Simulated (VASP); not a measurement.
Al2H, 6 atoms in the cell. The typed cell holds 6 atoms: a = 4.914 Å, b = 4.239 Å, c = 5.791 Å, α = 65.47°, β = 64.90°, γ = 54.56°. 

* Program: VASP 6.6.1
* Task: single point
* Functional: PBE
* Potentials or basis: VASP PAW PBE potentials, release 64 (Al, H)
* Cutoff: 520 eV
* k mesh: 8 × 8 × 8
* Occupations: gaussian, width 0.1 eV
* Spin: no spin polarisation
* Dipole correction: no
* Further INCAR settings: ALGO = Normal; EDIFF = 1e-06; NBANDS = 16

Potentials or basis: VASP PAW PBE potentials, release 64 (Al, H).

The run is started by

```bash
$ cat potpaw_PBE.64/Al/POTCAR potpaw_PBE.64/H/POTCAR > POTCAR
$ mpirun -np 1 vasp_std > vasp.out
```

Hardware: 1 thread of Intel Xeon 8259CL (shared host).

How long does it take, and how much memory?

Run time: 5.6 min on 1 thread of Intel Xeon 8259CL (shared host), peak memory 0.43 GiB. Counts: scf iterations 13, k points 260.
